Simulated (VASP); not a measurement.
# Ge2PdS3 (R-3m) in VASP: single point with r2SCAN+rVV10

Aim: the single point of Ge2PdS3 with r2SCAN+rVV10.

Everything below comes from runs of VASP 6.6.1. Logs are shortened: lines on timing, memory, paths and dates and some standing lists are left out, and cuts for length are marked.

### 1 The cell of the first run

Symmetry: R-3m, No. 166, trigonal system. Conventional cell: a = 6.798 Å, b = 6.798 Å, c = 9.150 Å, α = 90.00°, β = 90.00°, γ = 120.00°. Within 3.3 Å of Ge (site symmetry 3m) lie 3 S at 2.42 Å and 1 Pd at 2.94 Å and 1 Ge at 3.27 Å. Pd (site symmetry -3m) has 6 S at 2.49 Å and 2 Ge at 2.94 Å within 3.3 Å. S (site symmetry 2/m) has 2 Ge at 2.42 Å and 2 Pd at 2.49 Å within 3.2 Å.

### 2 Single point, r2SCAN+rVV10

The input, POSCAR:

```
Ge2PdS3
1.0
    3.3991239558      1.9624851321      3.0498394442
   -3.3991239558      1.9624851321      3.0498394442
    0.0000000000     -3.9249702607      3.0498394464
Ge Pd S
2 1 3
Direct
    0.1787340993      0.1787340993      0.1787340993
    0.8212659007      0.8212659007      0.8212659007
    0.5000000000      0.5000000000      0.5000000000
    0.5000000000      0.5000000000      0.0000000000
    0.5000000000      0.0000000000      0.5000000000
    0.0000000000      0.5000000000      0.5000000000
```

The input, INCAR.step1:

```
  ALGO = Normal
  EDIFF = 1E-4
  ENCUT = 520
  GGA = PE
  ISMEAR = -1
  LASPH = True
  LCHARG = False
  LREAL = False
  LWAVE = True
  NBANDS = 37
  NELM = 100
  PREC = Accurate
  SIGMA = 0.03
```

The input, INCAR.step2:

```
  ALGO = Normal
  BPARAM = 11.95
  CPARAM = 0.0093
  EDIFF = 1E-7
  ENCUT = 520
  ISIF = 2
  ISMEAR = -1
  ISTART = 1
  IVDW_NL = 2
  LASPH = True
  LCHARG = False
  LMIXTAU = True
  LREAL = False
  LUSE_VDW = True
  LWAVE = False
  METAGGA = R2SCAN
  NBANDS = 37
  NELM = 100
  PREC = Accurate
  SIGMA = 0.03
```

The input, KPOINTS:

```
k-points
0
Gamma
  6 6 6
```

Potentials or basis: VASP PAW PBE potentials, release 64 (Ge_d, Pd, S).

The run is started by

```
> cat potpaw_PBE.64/Ge_d/POTCAR potpaw_PBE.64/Pd/POTCAR potpaw_PBE.64/S/POTCAR > POTCAR
> cp INCAR.step1 INCAR
> mpirun -np 1 vasp_std > vasp.out
> cp INCAR.step2 INCAR
> mpirun -np 1 vasp_std > vasp.out
```

OUTCAR:

```text
BPARAM = 11.95
   EDIFF = 1E-7
   ENCUT = 520
   ISIF = 2
   ISMEAR = -1
   ISTART = 1
   IVDW_NL = 2
   LASPH = True
   LREAL = False
   METAGGA = R2SCAN
   NELM = 100
   PREC = Accurate

 ion  position               nearest neighbor table
   1  0.179  0.179  0.179-   5 2.42   6 2.42   4 2.42   3 2.94
   2  0.821  0.821  0.821-   5 2.42   6 2.42   4 2.42   3 2.94
   3  0.500  0.500  0.500-   5 2.49   6 2.49   5 2.49   6 2.49   4 2.49   4 2.49   1 2.94   2 2.94

   4  0.500  0.500  0.000-   1 2.42   2 2.42   3 2.49   3 2.49
   5  0.500  0.000  0.500-   1 2.42   2 2.42   3 2.49   3 2.49
   6  0.000  0.500  0.500-   1 2.42   2 2.42   3 2.49   3 2.49

  LATTYP: Found a trigonal (rhomboedric) cell.
 ALAT       =     4.9706048119
 COS(alpha) =     0.0647116422

  Lattice vectors:

 A1 = (   3.3991239558,   1.9624851321,   3.0498394442)
 A2 = (  -3.3991239558,   1.9624851321,   3.0498394442)
 A3 = (   0.0000000000,  -3.9249702607,   3.0498394464)

Analysis of symmetry for initial positions (statically):
=====================================================================
 Subroutine PRICEL returns:
 Original cell was already a primitive cell.

 Routine SETGRP: Setting up the symmetry group for a
 trigonal (rhombohedral) supercell.

 Subroutine GETGRP returns: Found 12 space group operations
 (whereof 12 operations were pure point group operations)
 out of a pool of 12 trial point group operations.

The static configuration has the point symmetry D_3d.

Analysis of symmetry for dynamics (positions and initial velocities):
=====================================================================
 Subroutine PRICEL returns:
 Original cell was already a primitive cell.

 Routine SETGRP: Setting up the symmetry group for a
 trigonal (rhombohedral) supercell.

 Subroutine GETGRP returns: Found 12 space group operations
 (whereof 12 operations were pure point group operations)
 out of a pool of 12 trial point group operations.

The dynamic configuration has the point symmetry D_3d.

 Subroutine INISYM returns: Found 12 space group operations
 (whereof 12 operations are pure point group operations),
 and found     1 'primitive' translations

----------------------------------------------------------------------------------------

                                     Primitive cell

  volume of cell :     122.0679

  direct lattice vectors                    reciprocal lattice vectors
     3.399123956  1.962485132  3.049839444     0.147096724  0.084926334  0.109295371
    -3.399123956  1.962485132  3.049839444    -0.147096724  0.084926334  0.109295371
     0.000000000 -3.924970261  3.049839446     0.000000000 -0.169852667  0.109295371

  length of vectors
     4.970604812  4.970604812  4.970604812     0.201978728  0.201978728  0.201978728

  position of ions in fractional coordinates (direct lattice)
     0.178734099  0.178734099  0.178734099
     0.821265901  0.821265901  0.821265901
     0.500000000  0.500000000  0.500000000
     0.500000000  0.500000000  0.000000000
     0.500000000  0.000000000  0.500000000
     0.000000000  0.500000000  0.500000000

  ion indices of the primitive-cell ions
   primitive index   ion index
                 1           1
                 2           2
                 3           3
                 4           4
                 5           5
                 6           6

----------------------------------------------------------------------------------------

 KPOINTS: k-points

Automatic generation of k-mesh.
 Grid dimensions read from file:
 generate k-points for:    6    6    6

 Generating k-lattice:

  Cartesian coordinates                     Fractional coordinates (reciprocal lattice)
     0.024516121  0.014154389  0.018215895     0.166666667  0.000000000  0.000000000
    -0.024516121  0.014154389  0.018215895     0.000000000  0.166666667  0.000000000
     0.000000000 -0.028308778  0.018215895     0.000000000  0.000000000  0.166666667

  Length of vectors
     0.033663121  0.033663121  0.033663121

  Shift w.r.t. Gamma in fractional coordinates (k-lattice)
     0.000000000  0.000000000  0.000000000

 Subroutine IBZKPT returns following result:
 ===========================================

 Found     32 irreducible k-points:

 Following reciprocal coordinates:
            Coordinates               Weight
  0.000000  0.000000  0.000000      1.000000
  0.166667  0.000000  0.000000      6.000000
  0.333333  0.000000  0.000000      6.000000
  0.500000  0.000000  0.000000      3.000000
  0.166667  0.166667  0.000000      6.000000
  0.333333  0.166667  0.000000     12.000000
[... 16 lines left out ...]
  0.500000  0.500000  0.166667      6.000000
 -0.333333  0.500000  0.166667     12.000000
 [... further k-points ...]
   k-points           NKPTS =     32   k-points in BZ     NKDIM =     32   number of bands    NBANDS=     37
   number of dos      NEDOS =    301   number of ions     NIONS =      6
   total plane-waves  NPLWV =  64000
   dimension x,y,z NGX =    40 NGY =   40 NGZ =   40
   dimension x,y,z NGXF=    80 NGYF=   80 NGZF=   80
   ions per type =               2   1   3
   NGX,Y,Z   is equivalent  to a cutoff of  13.38, 13.38, 13.38 a.u.
   NGXF,Y,Z  is equivalent  to a cutoff of  26.76, 26.76, 26.76 a.u.
 SYSTEM =  unknown system
   PREC   = accura    normal or accurate (medium, high low for compatibility)
   ISTART =      1    job   : 0-new  1-cont  2-samecut
   ICHARG =      0    charge: 1-file 2-atom 10-const
   ISPIN  =      1    spin polarized calculation?
   LNONCOLLINEAR =      F non collinear calculations
   LSORBIT =      F    spin-orbit coupling
   LASPH  =      T    aspherical Exc in radial PAW
   ENCUT  =  520.0 eV  38.22 Ry    6.18 a.u.   9.24  9.24  9.24*2*pi/ulx,y,z
   NELM   =    100;   NELMIN=  2; NELMDL=  0     # of ELM steps
   EDIFF  = 0.1E-06   stopping-criterion for ELM
   LREAL  =      F    real-space projection
   EDIFFG = 0.1E-05   stopping-criterion for IOM
   NSW    =      0    number of steps for IOM
   IBRION =     -1    ionic relax: 0-MD 1-quasi-New 2-CG
   NFREE  =      0    steps in history (QN), initial steepest desc. (CG)
   ISIF   =      2    stress and relaxation
   ISYM   =      2    0-nonsym 1-usesym 2-fastsym
   POTIM  = 0.5000    time-step for ionic-motion
   TEBEG  =    0.0;   TEEND  =   0.0 temperature during run
   PSTRESS=    0.0 pullay stress
   NELECT =      56.0000    total number of electrons
   NUPDOWN=      -1.0000    fix difference up-down
   EMIN   =  10.00;   EMAX   =-10.00  energy-range for DOS
   EFERMI =   0.00;   METHOD = LEGACY
   ISMEAR =    -1;   SIGMA  =   0.03  broadening in eV -4-tet -1-fermi 0-gaus
   EFERMI_NEDOS =   21; number of points for ismear=-14 and -15
   IALGO  =     38    algorithm
   IMIX   =      4    mixing-type and parameters
     AMIX     =   0.40;   BMIX     =  1.00
     AMIX_MAG =   1.60;   BMIX_MAG =  1.00
  volume/ion in A,a.u.               =      20.34       137.29
  Fermi-wavevector in a.u.,A,eV,Ry     =   1.262613  2.385993 21.690298  1.594192
  Thomas-Fermi vector in A             =   2.396012
   LORBIT       =      0    0 simple, 1 ext, 2 COOP (PROOUT), +10 PAW based schemes
   METAGGA = R2SCAN    functional components
   LHFCALC =     F    Hartree Fock is set to
   AEXX    =    0.0000 exact exchange contribution
   IVDW_NL    =     2    kernel type
   BPARAM     =11.9500
   IVDW    =     0    specifies the selected vdW correction
   LEPSILON=     F    determine dielectric tensor
   LRPA    =     F    only Hartree local field effects (RPA)
 non-spin polarized calculation
  energy-cutoff  :      520.00
  volume of cell :      122.07
 maximum number of plane-waves:      3307
 NGX is ok and might be reduce to    40
   NGX = 19   NGY = 19   NGZ = 19

 number of electron      56.0000015 magnetization

 Free energy of the ion-electron system (eV)
  ---------------------------------------------------
  ext. energy  EPLUGINS =         0.00000000
  ---------------------------------------------------
  free energy    TOTEN  =       -73.60424892 eV

  energy without entropy =      -73.59926380  energy(sigma->0) =      -73.60175636

 E-fermi :   5.1007     XC(G=0): -10.8560

 val. band max:        5.0843395550   @ k =   0.5000   0.5000   0.3333
 cond. band min:       5.1332266539   @ k =   0.3333   0.1667   0.0000
 fundamental gap:      0.0488870989
 Fermi energy:         5.1006697704

 k-point     1 :       0.0000    0.0000    0.0000
  band No.  band energies     occupation
      1     -20.6331      2.00000
      2     -20.6331      2.00000
      3     -20.6316      2.00000
      4     -20.6316      2.00000
      5     -20.6135      2.00000
      6     -20.6036      2.00000
[... 29 lines left out ...]
     36      12.0356      0.00000
     37      12.0356      0.00000

 k-point     2 :       0.1667    0.0000    0.0000
  band No.  band energies     occupation
      1     -20.6344      2.00000
      2     -20.6332      2.00000
      3     -20.6315      2.00000
      4     -20.6305      2.00000
      5     -20.6133      2.00000
      6     -20.6037      2.00000
[... 29 lines left out ...]
     36      12.0627      0.00000
     37      12.6278      0.00000

 k-point     3 :       0.3333    0.0000    0.0000
  band No.  band energies     occupation
      1     -20.6359      2.00000
      2     -20.6333      2.00000
      3     -20.6312      2.00000
      4     -20.6295      2.00000
      5     -20.6128      2.00000
      6     -20.6038      2.00000
[... 29 lines left out ...]
     36      11.2581      0.00000
     37      13.0888      0.00000
[... 761 lines left out ...]
 k-point    23 :       0.5000    0.5000    0.1667
  band No.  band energies     occupation
      1     -20.6360      2.00000
      2     -20.6333      2.00000
      3     -20.6322      2.00000
      4     -20.6287      2.00000
      5     -20.6121      2.00000
      6     -20.6038      2.00000
[... 29 lines left out ...]
     36      11.7570      0.00000
     37      12.2277      0.00000

 k-point    24 :      -0.3333    0.5000    0.1667
  band No.  band energies     occupation
      1     -20.6355      2.00000
      2     -20.6336      2.00000
      3     -20.6318      2.00000
      4     -20.6294      2.00000
      5     -20.6120      2.00000
      6     -20.6038      2.00000
[... 29 lines left out ...]
     36      12.2666      0.00000
     37      12.3938      0.00000

 [... further k-points ...]

------------------------ aborting loop because EDIFF is reached ----------------------------------------

  FORCE on cell =-STRESS in cart. coord.  units (eV):
  Direction    XX          YY          ZZ          XY          YZ          ZX
  --------------------------------------------------------------------------------------
  -------------------------------------------------------------------------------------
  Total       -0.0207339     -0.0207339     -0.0030210      0.0000000      0.0000000      0.0000000
  in kB       -0.2721389     -0.2721389     -0.0396520      0.0000000      0.0000000      0.0000000
  external PRESSURE =      -0.1946433 kB  Pullay stress =       0.0000000 kB

 VOLUME and BASIS-vectors are now :
 -----------------------------------------------------------------------------
  energy-cutoff  :      520.00
  volume of cell :      122.07
      direct lattice vectors                 reciprocal lattice vectors
     3.399123956  1.962485132  3.049839444     0.147096724  0.084926334  0.109295371
    -3.399123956  1.962485132  3.049839444    -0.147096724  0.084926334  0.109295371
     0.000000000 -3.924970261  3.049839446     0.000000000 -0.169852667  0.109295371

 POSITION                                       TOTAL-FORCE (eV/Angst)
 -----------------------------------------------------------------------------------
      0.00000      0.00000      1.63533        -0.000000      0.000000      0.006813
      0.00000      0.00000      7.51419        -0.000000     -0.000000     -0.006813
      0.00000      0.00000      4.57476         0.000000     -0.000000      0.000000
      0.00000      1.96249      3.04984         0.000000      0.000000      0.000000
      1.69956     -0.98124      3.04984        -0.000000     -0.000000      0.000000
     -1.69956     -0.98124      3.04984        -0.000000      0.000000      0.000000
 -----------------------------------------------------------------------------------
    total drift:                                0.000000     -0.000000      0.000000

  FREE ENERGIE OF THE ION-ELECTRON SYSTEM (eV)
  ---------------------------------------------------
  free  energy   TOTEN  =       -73.6042489229 eV

  energy  without entropy=      -73.5992637991  energy(sigma->0) =      -73.60175636
```

Wall time 20 min (1 thread of AMD EPYC, shared host); peak memory 0.54 GiB.

Results:

- Free energy: -73.6042 eV
- Pressure: 0.0 GPa
- Largest force: 0.007 eV/Å
- Band gap on the k mesh: zero (bands 28 and 29 overlap by 1.97 eV)

Forces in eV/Å, atoms in the order of the input:
```
Ge   0.000  0.000  0.007
Ge   0.000  0.000 -0.007
Pd   0.000  0.000  0.000
S    0.000  0.000  0.000
S    0.000  0.000  0.000
S    0.000  0.000  0.000
```

Levels at points of the mesh, in eV from the Fermi level:
| k point | band 24 | band 25 | band 26 | band 27 | band 28 | band 29 | band 30 | band 31 | band 32 | band 33 |
| --- | --- | --- | --- | --- | --- | --- | --- | --- | --- | --- |
| (0.00, 0.00, 0.00) | -2.38 | -2.38 | -1.31 | -1.31 | -1.29 | 0.13 | 0.78 | 0.92 | 0.92 | 3.43 |
| (0.50, 0.00, 0.00) | -2.12 | -2.03 | -1.61 | -1.42 | -0.97 | -0.22 | 2.00 | 2.02 | 2.61 | 4.34 |
| (0.50, 0.50, 0.00) | -2.37 | -1.88 | -1.54 | -1.16 | -0.69 | 2.25 | 2.28 | 2.61 | 2.70 | 5.09 |
| (0.50, 0.50, 0.50) | -1.24 | -1.24 | -0.39 | 0.59 | 0.67 | 2.65 | 2.65 | 2.84 | 2.84 | 5.12 |

Caveat: the PAW data sets were made with another functional, which shifts forces and pressure a little.
